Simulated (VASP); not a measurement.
A run of VASP 6.6.1 is set up as follows.

Contents of INCAR:

```
SYSTEM = Au
ALGO = Normal ; EDIFF = 1E-6
ENCUT = 520 ; GGA = PS
ISIF = 2 ; ISMEAR = 0
LASPH = .True. ; LCHARG = .True.
LELF = .True. ; LREAL = .False.
LVHAR = .True. ; LWAVE = .False.
NBANDS = 12 ; NELM = 100
PREC = Accurate ; SIGMA = 0.1
```

Contents of KPOINTS:

```
k-points
0
Gamma
  10 10 10
  0 0 0
```

File POSCAR:

```
Au
1.0
   -1.6899011207      1.6899011207      1.4941241365
    1.6899011207     -1.6899011207      1.4941241365
    1.6899011207      1.6899011207     -1.4941241365
Au
1
Direct
    0.0000000000      0.0000000000      0.0000000000
```

Potentials or basis: VASP PAW PBE potentials, release 64 (Au).

Launch:

```bash
$ cat potpaw_PBE.64/Au/POTCAR > POTCAR
$ mpirun -np 1 vasp_std > vasp.out
```

Predict the band gap on the k mesh.

zero (an odd number of electrons rules out a gap without spin polarisation).

Estimate the pressure.

-0.4 GPa.

Caveat: the PAW data sets were made with another functional, which shifts forces and pressure a little; spin-orbit coupling is left out, which moves the levels of the heavy elements.
